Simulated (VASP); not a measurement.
BN (Qingsongite):

```
B N
1.0
     0.00000    1.81235    1.81235
     1.81235    0.00000    1.81235
     1.81235    1.81235    0.00000
B N
1 1
Cartesian
  0.0000 0.0000 0.0000
  0.9062 0.9062 0.9062
```

| Property | Result |
| --- | --- |
| Program | VASP 6.6.1 |
| Task | relaxation of cell and atoms |
| Functional | LDA |
| Potentials or basis | VASP PAW LDA potentials, release 64 (B, N) |
| Cutoff | 600 eV |
| k mesh | 10 × 10 × 10 |
| Occupations | fermi-dirac, width 0.02 eV |
| Spin | no spin polarisation |

At the start: pressure -13.2 GPa; volume 5.95 Å³/atom.

Question: Where does the relaxation end?

Answer: Over 3 steps the energy falls by 8.7 meV/atom and the volume is 5.75 Å³/atom (-3.4 %); space group F-43m (No. 216, to 0.05 Å).

Step by step:
```csv
step,energy change (eV),largest force (eV/Å),pressure (GPa),volume (Å³)
1,0.0000,0.0000,-13.18,11.91
2,0.0023,0.0000,15.74,11.08
3,-0.0174,0.0000,-0.10,11.50
```

Final structure:
```yaml
crystal:
  lattice:
    - [0.00000, 1.79140, 1.79140]
    - [1.79140, 0.00000, 1.79140]
    - [1.79140, 1.79140, 0.00000]
  atoms:
    - { symbol: B, position: [0.00000, 0.00000, 0.00000] }
    - { symbol: N, position: [0.25000, 0.25000, 0.25000] }
```
